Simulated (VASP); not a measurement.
Here is a VASP 6.6.1 calculation.

POSCAR

```
CuI
1.0
    2.9514632234      2.9514632234      0.0000000000
   -2.9514632234      2.9514632234      0.0000000000
    0.0000000000      2.9514632234      3.0920416927
Cu I
1 1
Direct
    0.7500000000      0.2500000000      0.5000000000
    0.0000000000      0.0000000000      0.0000000000
```

File INCAR.step1:

```
SYSTEM = CuI
ALGO = Normal ; EDIFF = 1E-4
ENCUT = 520 ; GGA = PE
ISMEAR = 0 ; LASPH = .TRUE.
LCHARG = .FALSE. ; LREAL = .FALSE.
LWAVE = .TRUE. ; NBANDS = 16
NELM = 60 ; PREC = Accurate
SIGMA = 0.01
```

The input INCAR.step2:

```
SYSTEM = CuI
ALGO = Normal ; EDIFF = 1E-6
ENCUT = 520 ; ISIF = 2
ISMEAR = 0 ; ISTART = 1
LASPH = .TRUE. ; LCHARG = .FALSE.
LMIXTAU = .TRUE. ; LREAL = .FALSE.
LWAVE = .FALSE. ; METAGGA = R2SCAN
NBANDS = 16 ; NELM = 60
PREC = Accurate ; SIGMA = 0.01
```

Contents of KPOINTS:

```
k-points
0
G
  6 6 6
  0 0 0
```

Potentials or basis: VASP PAW PBE potentials, release 64 (Cu, I).

Run with:

```console
$ cat potpaw_PBE.64/Cu/POTCAR potpaw_PBE.64/I/POTCAR > POTCAR
$ cp INCAR.step1 INCAR
$ mpirun -np 1 vasp_std > vasp.out
$ cp INCAR.step2 INCAR
$ mpirun -np 1 vasp_std > vasp.out
```

Task: Predict the pressure.

Result: 0.6 GPa.

Task: Predict the band gap on the k mesh.

Result: 1.68 eV.

Stress tensor (GPa, compression positive):
```
 0.89  0.00  0.00
 0.00  0.89  0.00
 0.00  0.00 -0.02
```

Caveat: the cell differs from its parent crystal (in-plane strain -0.02, then relaxed in part); the PAW data sets were made with another functional, which shifts forces and pressure a little; spin-orbit coupling is left out, which moves the levels of the heavy elements.
